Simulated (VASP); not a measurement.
A run of VASP 6.6.1:

Contents of INCAR:

```
SYSTEM = NiO
  ALGO = Normal
  EDIFF = 1E-6
  ENCUT = 520
  GGA = PE
  ISIF = 2
  ISMEAR = 0
  ISPIN = 2
  LASPH = .True.
  LCHARG = .True.
  LDAU = .True.
  LDAUJ = 0 0
  LDAUL = 2 -1
  LDAUPRINT = 1
  LDAUTYPE = 2
  LDAUU = 6.2 0
  LELF = .True.
  LMAXMIX = 4
  LORBIT = 11
  LREAL = .False.
  LVHAR = .True.
  LWAVE = .False.
  MAGMOM = 1.91 0.21
  NBANDS = 19
  NELM = 150
  PREC = Accurate
  SIGMA = 0.02
```

File KPOINTS:

```
k-points
0
Gamma
  12 12 12
  0 0 0
```

File POSCAR:

```
NiO
1.0
    0.0000000000      2.2026149367      2.2026149367
    2.2026149367      0.0000000000      2.2026149367
    2.2026149367      2.2026149367      0.0000000000
Ni O
1 1
Direct
    0.0000000000      0.0000000000      0.0000000000
    0.5000000000      0.5000000000      0.5000000000
```

Potentials or basis: VASP PAW PBE potentials, release 64 (Ni, O).

Command:

```bash
$ cat potpaw_PBE.64/Ni/POTCAR potpaw_PBE.64/O/POTCAR > POTCAR
$ mpirun -np 1 vasp_std > vasp.out
```

Hardware: 1 thread of Intel(R) Xeon(R) Platinum 8488C (Sapphire Rapids), with other jobs on the host.

**Question.** Estimate the wall time of this run.

**Answer.** Wall time 28 s on 1 thread of Intel(R) Xeon(R) Platinum 8488C (Sapphire Rapids), with other jobs on the host, peak memory 0.17 GiB. Counts: scf iterations 15, k points 72.
